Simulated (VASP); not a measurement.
# KF in VASP: a series of runs, part 2 of 2

VASP 6.6.1.

**5. Single point, r2SCAN (uniaxial z strain +2.4%)**

Contents of POSCAR:

```
KF
1.0
    0.0000000000      2.9354014298      3.0067316846
    2.9354014298      0.0000000000      3.0067316846
    2.9354014298      2.9354014298      0.0000000000
K F
1 1
Direct
    0.0000000000      0.0000000000      0.0000000000
    0.2500000000      0.2500000000      0.2500000000
```

Contents of INCAR.step1:

```
ALGO = Normal
EDIFF = 1E-4
ENCUT = 520
GGA = PE
ISMEAR = 0
LASPH = T
LCHARG = F
LREAL = F
LWAVE = T
NBANDS = 15
NELM = 100
PREC = Accurate
SIGMA = 0.01
```

Contents of INCAR.step2:

```
ALGO = Normal
EDIFF = 1E-7
ENCUT = 520
ISIF = 2
ISMEAR = 0
ISTART = 1
LASPH = T
LCHARG = T
LELF = T
LMIXTAU = T
LREAL = F
LVHAR = T
LWAVE = F
METAGGA = R2SCAN
NBANDS = 15
NELM = 100
PREC = Accurate
SIGMA = 0.01
```

Contents of KPOINTS:

```
k-points
0
Gamma
  8 8 8
```

Potentials or basis: VASP PAW PBE potentials, release 64 (K_sv, F).

Command:

```sh
$ cat potpaw_PBE.64/K_sv/POTCAR potpaw_PBE.64/F/POTCAR > POTCAR
$ cp INCAR.step1 INCAR
$ mpirun -np 1 vasp_std > vasp.out
$ cp INCAR.step2 INCAR
$ mpirun -np 1 vasp_std > vasp.out
```

OUTCAR:

```text
EDIFF = 1E-7
   ENCUT = 520
   ISIF = 2
   ISMEAR = 0
   ISTART = 1
   LASPH = T
   LREAL = F
   METAGGA = R2SCAN
   NELM = 100
   PREC = Accurate

 ion  position               nearest neighbor table
   1  0.000  0.000  0.000-   2 2.56   2 2.56   2 2.56   2 2.56
   2  0.250  0.250  0.250-   1 2.56   1 2.56   1 2.56   1 2.56

  LATTYP: Found a body centered tetragonal cell.
 ALAT       =     4.1512845130
 C/A-ratio  =     1.4485789520

  Lattice vectors:

 A1 = (  -2.9354014298,   0.0000000000,   3.0067316846)
 A2 = (   2.9354014298,   0.0000000000,   3.0067316846)
 A3 = (   0.0000000000,   2.9354014298,  -3.0067316846)

Analysis of symmetry for initial positions (statically):
=====================================================================
 Subroutine PRICEL returns:
 Original cell was already a primitive cell.

 Routine SETGRP: Setting up the symmetry group for a
 body centered tetragonal supercell.

 Subroutine GETGRP returns: Found  8 space group operations
 (whereof  8 operations were pure point group operations)
 out of a pool of 16 trial point group operations.

The static configuration has the point symmetry D_2d.

Analysis of symmetry for dynamics (positions and initial velocities):
=====================================================================
 Subroutine PRICEL returns:
 Original cell was already a primitive cell.

 Routine SETGRP: Setting up the symmetry group for a
 body centered tetragonal supercell.

 Subroutine GETGRP returns: Found  8 space group operations
 (whereof  8 operations were pure point group operations)
 out of a pool of 16 trial point group operations.

The dynamic configuration has the point symmetry D_2d.

 Subroutine INISYM returns: Found  8 space group operations
 (whereof  8 operations are pure point group operations),
 and found     1 'primitive' translations

----------------------------------------------------------------------------------------

                                     Primitive cell

  volume of cell :      51.8155

  direct lattice vectors                    reciprocal lattice vectors
     0.000000000  2.935401430  3.006731685    -0.170334454  0.170334454  0.166293521
     2.935401430  0.000000000  3.006731685     0.170334454 -0.170334454  0.166293521
     2.935401430  2.935401430  0.000000000     0.170334454  0.170334454 -0.166293521

  length of vectors
     4.202025342  4.202025342  4.151284513     0.292713491  0.292713491  0.292713491

  position of ions in fractional coordinates (direct lattice)
     0.000000000  0.000000000  0.000000000
     0.250000000  0.250000000  0.250000000

  ion indices of the primitive-cell ions
   primitive index   ion index
                 1           1
                 2           2

----------------------------------------------------------------------------------------

 KPOINTS: k-points

Automatic generation of k-mesh.
 Grid dimensions read from file:
 generate k-points for:    8    8    8

 Generating k-lattice:

  Cartesian coordinates                     Fractional coordinates (reciprocal lattice)
    -0.021291807  0.021291807  0.020786690     0.125000000  0.000000000  0.000000000
     0.021291807 -0.021291807  0.020786690     0.000000000  0.125000000  0.000000000
     0.021291807  0.021291807 -0.020786690     0.000000000  0.000000000  0.125000000

  Length of vectors
     0.036589186  0.036589186  0.036589186

  Shift w.r.t. Gamma in fractional coordinates (k-lattice)
     0.000000000  0.000000000  0.000000000

 Subroutine IBZKPT returns following result:
 ===========================================

 Found     59 irreducible k-points:

 Following reciprocal coordinates:
            Coordinates               Weight
  0.000000  0.000000  0.000000      1.000000
  0.125000 -0.000000  0.000000      8.000000
  0.250000 -0.000000  0.000000      8.000000
  0.375000 -0.000000  0.000000      8.000000
  0.500000 -0.000000  0.000000      4.000000
  0.125000  0.125000  0.000000      2.000000
[... 16 lines left out ...]
  0.250000 -0.000000  0.125000     16.000000
  0.375000 -0.000000  0.125000     16.000000
 [... further k-points ...]
   k-points           NKPTS =     59   k-points in BZ     NKDIM =     59   number of bands    NBANDS=     15
   number of dos      NEDOS =    301   number of ions     NIONS =      2
   total plane-waves  NPLWV =  32768
   dimension x,y,z NGX =    32 NGY =   32 NGZ =   32
   dimension x,y,z NGXF=    64 NGYF=   64 NGZF=   64
   ions per type =               1   1
   NGX,Y,Z   is equivalent  to a cutoff of  12.66, 12.66, 12.81 a.u.
   NGXF,Y,Z  is equivalent  to a cutoff of  25.32, 25.32, 25.63 a.u.
 SYSTEM =  unknown system
   PREC   = accura    normal or accurate (medium, high low for compatibility)
   ISTART =      1    job   : 0-new  1-cont  2-samecut
   ICHARG =      0    charge: 1-file 2-atom 10-const
   ISPIN  =      1    spin polarized calculation?
   LNONCOLLINEAR =      F non collinear calculations
   LSORBIT =      F    spin-orbit coupling
   LASPH  =      T    aspherical Exc in radial PAW
   ENCUT  =  520.0 eV  38.22 Ry    6.18 a.u.   7.81  7.81  7.72*2*pi/ulx,y,z
   NELM   =    100;   NELMIN=  2; NELMDL=  0     # of ELM steps
   EDIFF  = 0.1E-06   stopping-criterion for ELM
   LREAL  =      F    real-space projection
   EDIFFG = 0.1E-05   stopping-criterion for IOM
   NSW    =      0    number of steps for IOM
   IBRION =     -1    ionic relax: 0-MD 1-quasi-New 2-CG
   NFREE  =      0    steps in history (QN), initial steepest desc. (CG)
   ISIF   =      2    stress and relaxation
   ISYM   =      2    0-nonsym 1-usesym 2-fastsym
   POTIM  = 0.5000    time-step for ionic-motion
   TEBEG  =    0.0;   TEEND  =   0.0 temperature during run
   PSTRESS=    0.0 pullay stress
   NELECT =      16.0000    total number of electrons
   NUPDOWN=      -1.0000    fix difference up-down
   EMIN   =  10.00;   EMAX   =-10.00  energy-range for DOS
   EFERMI =   0.00;   METHOD = LEGACY
   ISMEAR =     0;   SIGMA  =   0.01  broadening in eV -4-tet -1-fermi 0-gaus
   EFERMI_NEDOS =   21; number of points for ismear=-14 and -15
   IALGO  =     38    algorithm
   IMIX   =      4    mixing-type and parameters
     AMIX     =   0.40;   BMIX     =  1.00
     AMIX_MAG =   1.60;   BMIX_MAG =  1.00
  volume/ion in A,a.u.               =      25.91       174.83
  Fermi-wavevector in a.u.,A,eV,Ry     =   1.106526  2.091031 16.658969  1.224400
  Thomas-Fermi vector in A             =   2.243028
   LORBIT       =      0    0 simple, 1 ext, 2 COOP (PROOUT), +10 PAW based schemes
   METAGGA = R2SCAN    functional components
   LHFCALC =     F    Hartree Fock is set to
   AEXX    =    0.0000 exact exchange contribution
   IVDW    =     0    specifies the selected vdW correction
   LEPSILON=     F    determine dielectric tensor
   LRPA    =     F    only Hartree local field effects (RPA)
 non-spin polarized calculation
 Gauss-broadening in eV      SIGMA  =   0.01
  energy-cutoff  :      520.00
  volume of cell :       51.82
 maximum number of plane-waves:      1412
   NGX = 15   NGY = 15   NGZ = 15

 number of electron      16.0000002 magnetization

 Free energy of the ion-electron system (eV)
  ---------------------------------------------------
  ext. energy  EPLUGINS =         0.00000000
  ---------------------------------------------------
  free energy    TOTEN  =       -14.70528204 eV

  energy without entropy =      -14.70528204  energy(sigma->0) =      -14.70528204

 E-fermi :  -4.0969     XC(G=0):  -7.2344

 val. band max:       -4.1674950228   @ k =  -0.3750   0.5000   0.1250
 cond. band min:       1.5137141954   @ k =   0.0000   0.0000   0.0000
 fundamental gap:      5.6812092182
 Fermi energy:        -4.0968662781

 k-point     1 :       0.0000    0.0000    0.0000
  band No.  band energies     occupation
      1     -31.4651      2.00000
      2     -23.8269      2.00000
      3     -14.1074      2.00000
      4     -14.1074      2.00000
      5     -14.1028      2.00000
      6      -4.3583      2.00000
      7      -4.3558      2.00000
      8      -4.3558      2.00000
      9       1.5137      0.00000
     10       8.2759      0.00000
     11       8.3555      0.00000
     12       8.4777      0.00000
     13       8.5401      0.00000
     14       8.5401      0.00000
     15      13.2664      0.00000
[... 397 lines left out ...]
 k-point    24 :       0.3750   -0.0000    0.1250
  band No.  band energies     occupation
      1     -31.4343      2.00000
      2     -23.8849      2.00000
      3     -14.2064      2.00000
      4     -14.1559      2.00000
      5     -14.1149      2.00000
      6      -4.4429      2.00000
      7      -4.2906      2.00000
      8      -4.2703      2.00000
      9       3.4464      0.00000
     10       6.2919      0.00000
     11       7.5930      0.00000
     12       7.8657      0.00000
     13       9.3544      0.00000
     14       9.5142      0.00000
     15      10.8504      0.00000

 [... further k-points ...]
[... 5 lines left out ...]
  --------------------------------------------------------------------------------------
  -------------------------------------------------------------------------------------
  Total       -0.1659250     -0.1659250     -0.1852371      0.0000000      0.0000000      0.0000000
  in kB       -5.1305375     -5.1305375     -5.7276818      0.0000000      0.0000000      0.0000000
  external PRESSURE =      -5.3295856 kB  Pullay stress =       0.0000000 kB

 VOLUME and BASIS-vectors are now :
 -----------------------------------------------------------------------------
  energy-cutoff  :      520.00
  volume of cell :       51.82
      direct lattice vectors                 reciprocal lattice vectors
     0.000000000  2.935401430  3.006731685    -0.170334454  0.170334454  0.166293521
     2.935401430  0.000000000  3.006731685     0.170334454 -0.170334454  0.166293521
     2.935401430  2.935401430  0.000000000     0.170334454  0.170334454 -0.166293521

 POSITION                                       TOTAL-FORCE (eV/Angst)
 -----------------------------------------------------------------------------------
      0.00000      0.00000      0.00000        -0.000000     -0.000000     -0.000000
      1.46770      1.46770      1.50337         0.000000      0.000000      0.000000
 -----------------------------------------------------------------------------------
    total drift:                               -0.000000     -0.000000     -0.000000

  FREE ENERGIE OF THE ION-ELECTRON SYSTEM (eV)
  ---------------------------------------------------
  free  energy   TOTEN  =       -14.7052820433 eV

  energy  without entropy=      -14.7052820433  energy(sigma->0) =      -14.70528204
```

Run time: 2.4 min. Hardware: 1 thread of Intel Xeon Platinum 8259CL at 2.50GHz (Skylake/Cascade Lake), shared host; peak memory 0.21 GiB.

Results:

| Item | Value |
| --- | --- |
| Free energy | -14.7053 eV |
| Pressure | -0.5 GPa |
| Band gap on the k mesh | 5.68 eV (least direct gap 5.87 eV) |

Caveat: the cell differs from its parent crystal (uniaxial z strain +2.4%); the PAW data sets were made with another functional, which shifts forces and pressure a little. A k mesh can miss the band edges.

**6. The runs side by side**

| level | cell | smearing | gap on the mesh (eV) | pressure (GPa) |
| --- | --- | --- | --- | --- |
| r2SCAN | a = 4.106 Å, angles 60.0°, 2 atoms, atomic positions A | gaussian 0.01 eV | 5.82 | 0.9 |
| PBE | a = 4.202, b = 4.202, c = 4.151 Å, angles 60.4, 60.4, 59.2°, 2 atoms, atomic positions A | fermi-dirac 0.02 eV | 5.09 | 0.4 |
| PBE | a = 4.151, b = 4.151, c = 4.096 Å, angles 60.4, 60.4, 60.9°, 2 atoms, atomic positions B | fermi-dirac 0.02 eV | 5.15 | 0.9 |
| r2SCAN | a = 4.202, b = 4.202, c = 4.151 Å, angles 60.4, 60.4, 59.2°, 2 atoms, atomic positions A | gaussian 0.01 eV | 5.68 | -0.5 |

Alike in all rows: task single point; potentials or basis VASP PAW PBE potentials, release 64 (K_sv, F); no spin polarisation; k mesh 8 × 8 × 8; cutoff (eV) 520.

Caveats: the PAW data sets were made with another functional, which shifts forces and pressure a little (at least some runs).

Absolute energies hang on the potentials; compare differences alone.
